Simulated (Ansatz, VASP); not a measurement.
## Two plane-wave programs on Be

```xyz
1
Lattice="-1.2469 1.2469 1.2469 1.2469 -1.2469 1.2469 1.2469 1.2469 -1.2469" Properties=species:S:1:pos:R:3 pbc="T T T"
Be    0.0000    0.0000    0.0000
```

Alike in both runs: functional PBEsol; k mesh 17 × 17 × 17; occupations fermi-dirac, width 0.1 eV; no spin polarisation.

Ansatz relaxed the structure, and its values are those at the end. VASP's run is a single point on that final structure, the one shown.

|  | VASP | Ansatz |
| --- | --- | --- |
| version | VASP 6.6.1 | Ansatz 0.2.0 |
| potentials or method | VASP PAW PBE potentials, release 64 (Be), cutoff 600 eV | plane waves (420 eV) with PAW, scalar-relativistic |
| valence electrons in the cell | 2 | 2 |

|  | VASP | Ansatz | Ansatz less VASP |
| --- | --- | --- | --- |
| pressure (GPa) | 0.4 | 0.0 | -0.38 |

VASP's potentials were made for PBE, not for PBEsol, and Ansatz warns of the same on its side.
